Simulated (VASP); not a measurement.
# Sn3Se (Pm-3m) in VASP: further runs, part 2 of 2

VASP 6.6.1.

## Step 3: Single point, LDA

This run uses another cell than the first one, of 26.12 Å³/atom, 1.021 times its volume.

File INCAR:

```
SYSTEM = Sn3Se
ALGO = Normal ; EDIFF = 1E-6
ENCUT = 520 ; ISIF = 2
ISMEAR = -1 ; LASPH = .True.
LCHARG = .False. ; LREAL = .False.
LWAVE = .False. ; NBANDS = 32
NELM = 100 ; PREC = Accurate
SIGMA = 0.05
```

File KPOINTS:

```
k-points
0
Gamma
  6 6 6
  0 0 0
```

File POSCAR:

```
Sn3Se
1.0
    4.7100533498      0.0000000000      0.0000000000
    0.0000000000      4.7100533498      0.0000000000
    0.0000000000      0.0000000000      4.7100533498
Sn Se
3 1
Direct
    0.5000000000      0.5000000000      0.0000000000
    0.5000000000      0.0000000000      0.5000000000
    0.0000000000      0.5000000000      0.5000000000
    0.0000000000      0.0000000000      0.0000000000
```

Potentials or basis: VASP PAW LDA potentials, release 64 (Sn_d, Se).

Run with:

```
> cat potpaw_LDA.64/Sn_d/POTCAR potpaw_LDA.64/Se/POTCAR > POTCAR
> mpirun -np 1 vasp_std > vasp.out
```

OUTCAR:

```text
SYSTEM = Sn3Se
   EDIFF = 1E-6
   ENCUT = 520
   ISIF = 2
   ISMEAR = -1
   LASPH = .True.
   LREAL = .False.
   NELM = 100
   PREC = Accurate

 ion  position               nearest neighbor table
   1  0.500  0.500  0.000-   2 3.33   3 3.33   2 3.33   3 3.33   2 3.33   2 3.33   3 3.33   3 3.33

   2  0.500  0.000  0.500-   1 3.33   3 3.33   1 3.33   1 3.33   3 3.33   1 3.33   3 3.33   3 3.33

   3  0.000  0.500  0.500-   1 3.33   2 3.33   1 3.33   2 3.33   1 3.33   2 3.33   1 3.33   2 3.33

   4  0.000  0.000  0.000-

  LATTYP: Found a simple cubic cell.
 ALAT       =     4.7100533498

  Lattice vectors:

 A1 = (   4.7100533498,   0.0000000000,   0.0000000000)
 A2 = (   0.0000000000,   4.7100533498,   0.0000000000)
 A3 = (   0.0000000000,   0.0000000000,   4.7100533498)

Analysis of symmetry for initial positions (statically):
=====================================================================
 Subroutine PRICEL returns:
 Original cell was already a primitive cell.

 Routine SETGRP: Setting up the symmetry group for a
 simple cubic supercell.

 Subroutine GETGRP returns: Found 48 space group operations
 (whereof 48 operations were pure point group operations)
 out of a pool of 48 trial point group operations.

The static configuration has the point symmetry O_h .

Analysis of symmetry for dynamics (positions and initial velocities):
=====================================================================
 Subroutine PRICEL returns:
 Original cell was already a primitive cell.

 Routine SETGRP: Setting up the symmetry group for a
 simple cubic supercell.

 Subroutine GETGRP returns: Found 48 space group operations
 (whereof 48 operations were pure point group operations)
 out of a pool of 48 trial point group operations.

The dynamic configuration has the point symmetry O_h .

 Subroutine INISYM returns: Found 48 space group operations
 (whereof 48 operations are pure point group operations),
 and found     1 'primitive' translations

----------------------------------------------------------------------------------------

                                     Primitive cell

  volume of cell :     104.4907

  direct lattice vectors                    reciprocal lattice vectors
     4.710053350  0.000000000  0.000000000     0.212311820  0.000000000  0.000000000
     0.000000000  4.710053350  0.000000000     0.000000000  0.212311820  0.000000000
     0.000000000  0.000000000  4.710053350     0.000000000  0.000000000  0.212311820

  length of vectors
     4.710053350  4.710053350  4.710053350     0.212311820  0.212311820  0.212311820

  position of ions in fractional coordinates (direct lattice)
     0.500000000  0.500000000  0.000000000
     0.500000000  0.000000000  0.500000000
     0.000000000  0.500000000  0.500000000
     0.000000000  0.000000000  0.000000000

  ion indices of the primitive-cell ions
   primitive index   ion index
                 1           1
                 2           2
                 3           3
                 4           4

----------------------------------------------------------------------------------------

 KPOINTS: k-points

Automatic generation of k-mesh.
 Grid dimensions read from file:
 generate k-points for:    6    6    6

 Generating k-lattice:

  Cartesian coordinates                     Fractional coordinates (reciprocal lattice)
     0.035385303  0.000000000  0.000000000     0.166666667  0.000000000  0.000000000
     0.000000000  0.035385303  0.000000000     0.000000000  0.166666667  0.000000000
     0.000000000  0.000000000  0.035385303     0.000000000  0.000000000  0.166666667

  Length of vectors
     0.035385303  0.035385303  0.035385303

  Shift w.r.t. Gamma in fractional coordinates (k-lattice)
     0.000000000  0.000000000  0.000000000

 Subroutine IBZKPT returns following result:
 ===========================================

 Found     20 irreducible k-points:

 Following reciprocal coordinates:
            Coordinates               Weight
  0.000000  0.000000  0.000000      1.000000
  0.166667  0.000000  0.000000      6.000000
  0.333333  0.000000  0.000000      6.000000
  0.500000  0.000000  0.000000      3.000000
  0.166667  0.166667  0.000000     12.000000
  0.333333  0.166667  0.000000     24.000000
[... 12 lines left out ...]
  0.500000  0.500000  0.333333      6.000000
  0.500000  0.500000  0.500000      1.000000
   k-points           NKPTS =     20   k-points in BZ     NKDIM =     20   number of bands    NBANDS=     32
   number of dos      NEDOS =    301   number of ions     NIONS =      4
   total plane-waves  NPLWV =  46656
   dimension x,y,z NGX =    36 NGY =   36 NGZ =   36
   dimension x,y,z NGXF=    72 NGYF=   72 NGZF=   72
   ions per type =               3   1
   NGX,Y,Z   is equivalent  to a cutoff of  12.71, 12.71, 12.71 a.u.
   NGXF,Y,Z  is equivalent  to a cutoff of  25.41, 25.41, 25.41 a.u.
 SYSTEM =  Sn3Se
   PREC   = accura    normal or accurate (medium, high low for compatibility)
   ISTART =      0    job   : 0-new  1-cont  2-samecut
   ICHARG =      2    charge: 1-file 2-atom 10-const
   ISPIN  =      1    spin polarized calculation?
   LNONCOLLINEAR =      F non collinear calculations
   LSORBIT =      F    spin-orbit coupling
   LASPH  =      T    aspherical Exc in radial PAW
   ENCUT  =  520.0 eV  38.22 Ry    6.18 a.u.   8.76  8.76  8.76*2*pi/ulx,y,z
   NELM   =    100;   NELMIN=  2; NELMDL= -5     # of ELM steps
   EDIFF  = 0.1E-05   stopping-criterion for ELM
   LREAL  =      F    real-space projection
   EDIFFG = 0.1E-04   stopping-criterion for IOM
   NSW    =      0    number of steps for IOM
   IBRION =     -1    ionic relax: 0-MD 1-quasi-New 2-CG
   NFREE  =      0    steps in history (QN), initial steepest desc. (CG)
   ISIF   =      2    stress and relaxation
   ISYM   =      2    0-nonsym 1-usesym 2-fastsym
   POTIM  = 0.5000    time-step for ionic-motion
   TEBEG  =    0.0;   TEEND  =   0.0 temperature during run
   PSTRESS=    0.0 pullay stress
   NELECT =      48.0000    total number of electrons
   NUPDOWN=      -1.0000    fix difference up-down
   EMIN   =  10.00;   EMAX   =-10.00  energy-range for DOS
   EFERMI =   0.00;   METHOD = LEGACY
   ISMEAR =    -1;   SIGMA  =   0.05  broadening in eV -4-tet -1-fermi 0-gaus
   EFERMI_NEDOS =   21; number of points for ismear=-14 and -15
   IALGO  =     38    algorithm
   IMIX   =      4    mixing-type and parameters
     AMIX     =   0.40;   BMIX     =  1.00
     AMIX_MAG =   1.60;   BMIX_MAG =  1.00
  volume/ion in A,a.u.               =      26.12       176.28
  Fermi-wavevector in a.u.,A,eV,Ry     =   1.263173  2.387050 21.709530  1.595605
  Thomas-Fermi vector in A             =   2.396543
   LORBIT       =      0    0 simple, 1 ext, 2 COOP (PROOUT), +10 PAW based schemes
   GGA     = CA    functional components
   LHFCALC =     F    Hartree Fock is set to
   AEXX    =    0.0000 exact exchange contribution
   IVDW    =     0    specifies the selected vdW correction
   LEPSILON=     F    determine dielectric tensor
   LRPA    =     F    only Hartree local field effects (RPA)
 non-spin polarized calculation
  energy-cutoff  :      520.00
  volume of cell :      104.49
 maximum number of plane-waves:      2849
 NGX is ok and might be reduce to    36
   NGX = 17   NGY = 17   NGZ = 17

 number of electron      47.9999964 magnetization

 Free energy of the ion-electron system (eV)
  ---------------------------------------------------
  ext. energy  EPLUGINS =         0.00000000
  ---------------------------------------------------
  free energy    TOTEN  =       -17.45005688 eV

  energy without entropy =      -17.42987387  energy(sigma->0) =      -17.43996538

 E-fermi :   7.2394     XC(G=0): -10.5035

 val. band max:        7.2137930920   @ k =   0.0000   0.0000   0.0000
 cond. band min:       7.2756581515   @ k =   0.1667   0.1667   0.1667
 fundamental gap:      0.0618650595
 Fermi energy:         7.2393509859

 k-point     1 :       0.0000    0.0000    0.0000
  band No.  band energies     occupation
      1     -14.4374      2.00000
      2     -14.4374      2.00000
      3     -14.4374      2.00000
      4     -14.4071      2.00000
      5     -14.4071      2.00000
      6     -14.3841      2.00000
[... 689 lines left out ...]
     31      13.3866      0.00000
     32      14.3356      0.00000

------------------------ aborting loop because EDIFF is reached ----------------------------------------

  FORCE on cell =-STRESS in cart. coord.  units (eV):
  Direction    XX          YY          ZZ          XY          YZ          ZX
  --------------------------------------------------------------------------------------
  -------------------------------------------------------------------------------------
  Total       -1.9569943     -1.9569943     -1.9569943     -0.0000000     -0.0000000      0.0000000
  in kB      -30.0070064    -30.0070064    -30.0070064     -0.0000000     -0.0000000      0.0000000
  external PRESSURE =     -30.0070064 kB  Pullay stress =       0.0000000 kB

 VOLUME and BASIS-vectors are now :
 -----------------------------------------------------------------------------
  energy-cutoff  :      520.00
  volume of cell :      104.49
      direct lattice vectors                 reciprocal lattice vectors
     4.710053350  0.000000000  0.000000000     0.212311820  0.000000000  0.000000000
     0.000000000  4.710053350  0.000000000     0.000000000  0.212311820  0.000000000
     0.000000000  0.000000000  4.710053350     0.000000000  0.000000000  0.212311820

 POSITION                                       TOTAL-FORCE (eV/Angst)
 -----------------------------------------------------------------------------------
      2.35503      2.35503      0.00000         0.000000      0.000000      0.000000
      2.35503      0.00000      2.35503         0.000000      0.000000      0.000000
      0.00000      2.35503      2.35503         0.000000      0.000000      0.000000
      0.00000      0.00000      0.00000         0.000000      0.000000      0.000000
 -----------------------------------------------------------------------------------
    total drift:                                0.000000      0.000000      0.000000

  FREE ENERGIE OF THE ION-ELECTRON SYSTEM (eV)
  ---------------------------------------------------
  free  energy   TOTEN  =       -17.4500568790 eV

  energy  without entropy=      -17.4298738721  energy(sigma->0) =      -17.43996538
```

OSZICAR:

```text
N       E                     dE             d eps       ncg     rms          rms(c)
DAV:   1     0.448020318945E+03    0.44802E+03   -0.23741E+04  1336   0.222E+03
DAV:   2     0.430103151595E+02   -0.40501E+03   -0.39323E+03  1288   0.550E+02
DAV:   3    -0.149028251762E+02   -0.57913E+02   -0.55956E+02  1536   0.176E+02
DAV:   4    -0.175266352238E+02   -0.26238E+01   -0.26177E+01  1440   0.401E+01
DAV:   5    -0.176088930272E+02   -0.82258E-01   -0.82253E-01  1760   0.748E+00    0.378E+00
DAV:   6    -0.174714130798E+02    0.13748E+00   -0.19203E-01  1720   0.350E+00    0.219E+00
DAV:   7    -0.174543062925E+02    0.17107E-01   -0.65994E-02  1656   0.150E+00    0.960E-01
DAV:   8    -0.174502332703E+02    0.40730E-02   -0.10676E-02  1648   0.606E-01    0.123E-01
DAV:   9    -0.174500730123E+02    0.16026E-03   -0.12643E-03  1440   0.297E-01    0.437E-02
DAV:  10    -0.174500560825E+02    0.16930E-04   -0.19827E-04  1688   0.135E-01    0.178E-02
DAV:  11    -0.174500568263E+02   -0.74377E-06   -0.15318E-05  1544   0.354E-02    0.643E-03
DAV:  12    -0.174500568790E+02   -0.52727E-07   -0.10612E-06  1008   0.692E-03
   1 F= -.17450057E+02 E0= -.17439965E+02  d E =-.201830E-01
```

Wall time 90 s (1 thread of AMD EPYC 7R13, shared host); peak memory 0.17 GiB.

Results:

| Quantity | Value |
| --- | --- |
| Free energy | -17.4501 eV |
| Pressure | -3.0 GPa |
| Band gap on the k mesh | zero (band 24 reaches 9.27 eV, above the bottom of band 25 at 6.94 eV) |

Caveat: spin-orbit coupling is left out, which moves the levels of the heavy elements.

## Step 4: Single point, LDA

This run uses another cell than the first one, of 26.66 Å³/atom, 1.042 times its volume.

File INCAR:

```
SYSTEM = Sn3Se
PREC = Accurate ; ENCUT = 520
EDIFF = 1E-6 ; ISMEAR = -1
SIGMA = 0.05 ; LREAL = .False.
LASPH = .True. ; NELM = 80
ALGO = Normal ; ISIF = 2
LWAVE = .False. ; LCHARG = .False.
GGA = CA ; NBANDS = 32
```

File KPOINTS:

```
regular mesh
0
Gamma
  6 6 6
  0 0 0
```

File POSCAR:

```
Sn3Se
1.0
    4.7418790000      0.0000000000      0.0000000000
    0.0000000000      4.7418790000      0.0000000000
    0.0000000000      0.0000000000      4.7418790000
Sn Se
3 1
Direct
    0.5000000000      0.5000000000      0.0000000000
    0.5000000000      0.0000000000      0.5000000000
    0.0000000000      0.5000000000      0.5000000000
    0.0000000000      0.0000000000      0.0000000000
```

Potentials or basis: VASP PAW LDA potentials, release 64 (Sn_d, Se).

Run with:

```
> cat potpaw_LDA.64/Sn_d/POTCAR potpaw_LDA.64/Se/POTCAR > POTCAR
> mpirun -np 1 vasp_std > vasp.out
```

OUTCAR:

```text
SYSTEM = Sn3Se
   PREC = Accurate
   ENCUT = 520
   EDIFF = 1E-6
   ISMEAR = -1
   LREAL = .False.
   LASPH = .True.
   NELM = 80
   ISIF = 2
   GGA = CA

 ion  position               nearest neighbor table
   1  0.500  0.500  0.000-   2 3.35   3 3.35   2 3.35   3 3.35   2 3.35   2 3.35   3 3.35   3 3.35

   2  0.500  0.000  0.500-   1 3.35   3 3.35   1 3.35   1 3.35   3 3.35   1 3.35   3 3.35   3 3.35

   3  0.000  0.500  0.500-   1 3.35   2 3.35   1 3.35   2 3.35   1 3.35   2 3.35   1 3.35   2 3.35

   4  0.000  0.000  0.000-

  LATTYP: Found a simple cubic cell.
 ALAT       =     4.7418790000

  Lattice vectors:

 A1 = (   4.7418790000,   0.0000000000,   0.0000000000)
 A2 = (   0.0000000000,   4.7418790000,   0.0000000000)
 A3 = (   0.0000000000,   0.0000000000,   4.7418790000)

Analysis of symmetry for initial positions (statically):
=====================================================================
 Subroutine PRICEL returns:
 Original cell was already a primitive cell.

[... 164 lines left out ...]
  free energy    TOTEN  =       -17.40455388 eV

  energy without entropy =      -17.38434643  energy(sigma->0) =      -17.39445015

 E-fermi :   7.0041     XC(G=0): -10.4104

 val. band max:        6.9781430946   @ k =   0.0000   0.0000   0.0000
 cond. band min:       7.0297178607   @ k =   0.5000   0.1667   0.1667
 fundamental gap:      0.0515747661
 Fermi energy:         7.0041168131

 k-point     1 :       0.0000    0.0000    0.0000
  band No.  band energies     occupation
      1     -14.6649      2.00000
      2     -14.6649      2.00000
      3     -14.6649      2.00000
      4     -14.6399      2.00000
      5     -14.6399      2.00000
      6     -14.6122      2.00000
[... 689 lines left out ...]
     31      13.0152      0.00000
     32      13.9899      0.00000

------------------------ aborting loop because EDIFF is reached ----------------------------------------

  FORCE on cell =-STRESS in cart. coord.  units (eV):
  Direction    XX          YY          ZZ          XY          YZ          ZX
  --------------------------------------------------------------------------------------
  -------------------------------------------------------------------------------------
  Total       -2.5841158     -2.5841158     -2.5841158      0.0000000     -0.0000000      0.0000000
  in kB      -38.8303367    -38.8303367    -38.8303367      0.0000000     -0.0000000      0.0000000
  external PRESSURE =     -38.8303367 kB  Pullay stress =       0.0000000 kB

 VOLUME and BASIS-vectors are now :
 -----------------------------------------------------------------------------
  energy-cutoff  :      520.00
  volume of cell :      106.62
      direct lattice vectors                 reciprocal lattice vectors
     4.741879000  0.000000000  0.000000000     0.210886866  0.000000000  0.000000000
     0.000000000  4.741879000  0.000000000     0.000000000  0.210886866  0.000000000
     0.000000000  0.000000000  4.741879000     0.000000000  0.000000000  0.210886866

 POSITION                                       TOTAL-FORCE (eV/Angst)
 -----------------------------------------------------------------------------------
      2.37094      2.37094      0.00000         0.000000      0.000000      0.000000
      2.37094      0.00000      2.37094         0.000000      0.000000      0.000000
      0.00000      2.37094      2.37094         0.000000      0.000000      0.000000
      0.00000      0.00000      0.00000         0.000000      0.000000      0.000000
 -----------------------------------------------------------------------------------
    total drift:                                0.000000      0.000000      0.000000

  FREE ENERGIE OF THE ION-ELECTRON SYSTEM (eV)
  ---------------------------------------------------
  free  energy   TOTEN  =       -17.4045538775 eV

  energy  without entropy=      -17.3843464303  energy(sigma->0) =      -17.39445015
```

OSZICAR:

```text
N       E                     dE             d eps       ncg     rms          rms(c)
DAV:   1     0.450735281689E+03    0.45074E+03   -0.23522E+04  1304   0.217E+03
DAV:   2     0.430925201165E+02   -0.40764E+03   -0.39446E+03  1280   0.552E+02
DAV:   3    -0.147744680928E+02   -0.57867E+02   -0.55938E+02  1552   0.175E+02
DAV:   4    -0.174870394837E+02   -0.27126E+01   -0.27009E+01  1424   0.404E+01
DAV:   5    -0.175700571340E+02   -0.83018E-01   -0.83008E-01  1768   0.759E+00    0.368E+00
DAV:   6    -0.174252708616E+02    0.14479E+00   -0.20921E-01  1704   0.354E+00    0.213E+00
DAV:   7    -0.174091440998E+02    0.16127E-01   -0.69575E-02  1600   0.149E+00    0.958E-01
DAV:   8    -0.174047345950E+02    0.44095E-02   -0.11722E-02  1616   0.625E-01    0.123E-01
DAV:   9    -0.174045679330E+02    0.16666E-03   -0.13835E-03  1448   0.305E-01    0.452E-02
DAV:  10    -0.174045531842E+02    0.14749E-04   -0.22787E-04  1640   0.145E-01    0.189E-02
DAV:  11    -0.174045537960E+02   -0.61182E-06   -0.16667E-05  1544   0.365E-02    0.689E-03
DAV:  12    -0.174045538775E+02   -0.81553E-07   -0.14574E-06  1072   0.755E-03
   1 F= -.17404554E+02 E0= -.17394450E+02  d E =-.202074E-01
```

It took 98 s on 1 thread of AMD EPYC 7R13, shared host; peak memory 0.17 GiB.

What came out:

```yaml
Free_energy: -17.4046 eV
Pressure: -3.9 GPa
Band_gap_on_the_k_mesh: zero (band 24 reaches 8.97 eV, above the bottom of band 25 at 6.71 eV)
```

Caveat: spin-orbit coupling is left out, which moves the levels of the heavy elements.

## Step 5: Single point, LDA

This run uses another cell than the first one, of 26.66 Å³/atom, 1.042 times its volume.

File INCAR:

```
PREC = Accurate
ENCUT = 520
EDIFF = 1E-7
ISMEAR = -1
SIGMA = 0.05
LREAL = F
LASPH = T
NELM = 80
ALGO = Normal
ISIF = 2
LWAVE = F
LCHARG = T
GGA = CA
LELF = T
LVHAR = T
NBANDS = 32
```

File KPOINTS:

```
regular mesh
0
Gamma
  6 6 6
```

POSCAR is that of step 4.

Run with:

```
> cat potpaw_LDA.64/Sn_d/POTCAR potpaw_LDA.64/Se/POTCAR > POTCAR
> mpirun -np 1 vasp_std > vasp.out
```

Wall time 1.7 min (1 thread of AMD EPYC 7R13, shared host); peak memory 0.17 GiB.

Results (log left out):

```yaml
Free_energy: -17.4046 eV
Pressure: -3.9 GPa
Band_gap_on_the_k_mesh: zero (band 24 reaches 8.97 eV, above the bottom of band 25 at 6.71 eV)
```

Levels at points of the mesh, in eV from the Fermi level:
| k point | band 20 | band 21 | band 22 | band 23 | band 24 | band 25 | band 26 | band 27 | band 28 | band 29 |
| --- | --- | --- | --- | --- | --- | --- | --- | --- | --- | --- |
| (0.00, 0.00, 0.00) | -4.27 | -4.27 | -4.27 | -0.03 | -0.03 | -0.03 | 2.24 | 2.24 | 2.24 | 4.32 |
| (0.50, 0.00, 0.00) | -3.19 | -3.19 | -1.83 | -1.75 | -1.75 | -0.12 | 1.86 | 2.09 | 2.17 | 2.17 |
| (0.50, 0.50, 0.00) | -2.51 | -2.35 | -2.02 | -2.02 | -0.65 | 0.09 | 0.09 | 0.13 | 3.12 | 3.12 |
| (0.50, 0.50, 0.50) | -5.19 | -5.19 | -5.19 | -4.65 | 1.97 | 1.97 | 1.97 | 5.80 | 5.80 | 6.01 |

Caveat: spin-orbit coupling is left out, which moves the levels of the heavy elements.

## Step 6: Summary

```csv
cell,gap on the mesh (eV),pressure (GPa)
"a = 4.678 Å, 4 atoms",none,-2.0
"a = 4.710 Å, 4 atoms",none,-3.0
"a = 4.742 Å, 4 atoms",none,-3.9
```

Alike in all rows: task single point; level LDA; potentials or basis VASP PAW LDA potentials, release 64 (Sn_d, Se); no spin polarisation; k mesh 6 × 6 × 6; cutoff (eV) 520; smearing fermi-dirac 0.05 eV.

Caveats: spin-orbit coupling is left out, which moves the levels of the heavy elements.

Absolute energies hang on the potentials; compare differences alone.
